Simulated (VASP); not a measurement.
Runs of VASP 6.6.1 on LiCl. The structure is that of space group I4/mmm (No. 139), or close to it. The cells are those of the table. 

```csv
cell,gap on the mesh (eV)
"a = 3.719, b = 3.719, c = 3.808 Å, angles 59.2, 59.2, 61.6°, 2 atoms",5.59
"a = 3.675, b = 3.675, c = 3.808 Å, angles 58.8, 58.8, 62.4°, 2 atoms",(b)
"a = 3.584, b = 3.584, c = 3.718 Å, angles 58.8, 58.8, 62.5°, 2 atoms",(a)
"a = 3.628, b = 3.628, c = 3.718 Å, angles 59.2, 59.2, 61.6°, 2 atoms",5.96
"a = 3.632, b = 3.632, c = 3.808 Å, angles 58.4, 58.4, 63.2°, 2 atoms",5.80
```

Alike in all rows: task single point; level PBEsol; potentials or basis VASP PAW PBE potentials, release 64 (Li_sv, Cl); no spin polarisation; k mesh 8 × 8 × 8; cutoff (eV) 520; smearing gaussian 0.05 eV.

Fill in the values left out.

(a) 6.07; (b) 5.69.

A k mesh can miss the band edges.
